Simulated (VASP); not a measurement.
Write the native input for VASP 6.6.1 that does the following.

```yaml
Task: relaxation of cell and atoms
Functional: PBEsol
Potentials_or_basis: VASP PAW PBE potentials, release 64 (Si, W_sv)
Cutoff: 600 eV
k_mesh: 18 × 18 × 18
Occupations: gaussian, width 0.1 eV
Spin: no spin polarisation
Target_pressure: 25 GPa
Dipole_correction: no
Further_INCAR_settings: ALGO = Normal; EDIFF = 1e-06; IBRION = 2; EDIFFG = -0.008; NSW = 70; ISIF = 3
```

The structure of Si2W lies in POSCAR:

```
Si2W
1.0
   -1.5513786767      1.5513786767      3.7994985577
    1.5513786767     -1.5513786767      3.7994985577
    1.5513786767      1.5513786767     -3.7994985577
Si W
2 1
Direct
    0.3338409541      0.3338409541      0.0000000000
    0.6661590459      0.6661590459      0.0000000000
    0.0000000000      0.0000000000      0.0000000000
```

One way to write it, as run:

INCAR

```
SYSTEM = Si2W
PREC = Accurate
ENCUT = 600
EDIFF = 1E-6
ISMEAR = 0
SIGMA = 0.1
LREAL = .FALSE.
LASPH = .TRUE.
NELM = 100
ALGO = Normal
ISIF = 3
LWAVE = .FALSE.
LCHARG = .FALSE.
GGA = PS
IBRION = 2
NSW = 70
EDIFFG = -0.008
PSTRESS = 250.0
```

KPOINTS

```
Automatic mesh
0
G
  18 18 18
  0 0 0
```

Potentials or basis: VASP PAW PBE potentials, release 64 (Si, W_sv).

Launch:

```console
$ cat potpaw_PBE.64/Si/POTCAR potpaw_PBE.64/W_sv/POTCAR > POTCAR
$ mpirun -np 1 vasp_std > vasp.out
```

Results of the run:

- Relaxed volume: 12.24 Å³/atom
- Relaxed cell: a = 4.399 Å, b = 4.399 Å, c = 4.399 Å, α = 138.68°, β = 138.68°, γ = 59.87°
- Space group after relaxing (to 0.1 Å): I4/mmm (No. 139)
- Energy change on relaxing (the run minimises the enthalpy): -8.5 meV/atom
- Ionic steps: 7
- Pressure after relaxing: 25.0 GPa
- Largest force after relaxing: 0.006 eV/Å
- Band gap on the k mesh: zero (bands 11 and 12 overlap by 1.54 eV)

Caveat: the cell is relaxed towards a set pressure, so the run minimises the enthalpy, not the energy; the PAW data sets were made with another functional, which shifts forces and pressure a little; spin-orbit coupling is left out, which moves the levels of the heavy elements.

It took 7.6 min on 1 thread of Intel(R) Xeon(R) 6975P-C (Granite Rapids) (shared host), peak memory 0.47 GiB.
